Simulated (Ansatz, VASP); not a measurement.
**Two plane-wave programs on La4TaO**

```
CELL_PARAMETERS angstrom
0.00000 4.38451 4.38451
4.38451 0.00000 4.38451
4.38451 4.38451 0.00000
ATOMIC_POSITIONS crystal
La 0.37651 0.87048 0.37651
La 0.87048 0.37651 0.37651
La 0.37651 0.37651 0.87048
La 0.37651 0.37651 0.37651
Ta 0.75000 0.75000 0.75000
O 0.00000 0.00000 0.00000
```

Change from the starting cell: species swapped into the YbNi4Au type (F-43m, No. 216).

Alike in both runs: functional PBE; k mesh 8 × 8 × 8; occupations gaussian, width 0.1 eV; no spin polarisation.

Ansatz relaxed the structure, and its values are those at the end. VASP's run is a single point on that final structure, the one shown.

|  | VASP | Ansatz |
| --- | --- | --- |
| version | VASP 6.6.1 | Ansatz 0.2.0 |
| potentials or method | VASP PAW PBE potentials, release 64 (La, Ta_pv, O), cutoff 520 eV | scalar-relativistic, plane waves, PAW |
| valence electrons in the cell | 61 | 63 |

Ansatz gave:

- gap on the k mesh at the Fermi level (eV): none
- pressure (GPa): 0.0
- rms of the force components (eV/Å): 0.000

**Question.** Estimate VASP's values.

**Answer.** gap on the k mesh at the Fermi level (eV): none; pressure (GPa): 0.0; rms of the force components (eV/Å): 0.006.

A gap of «none» marks a metal or a gap that the smearing closes. With one functional, cell and mesh, what is left measures potentials, basis and numerics. VASP's potentials hold 61 valence electrons a cell and Ansatz's 63, so a difference there can come from the potentials and not from the codes.

Neither program's run includes spin-orbit coupling.
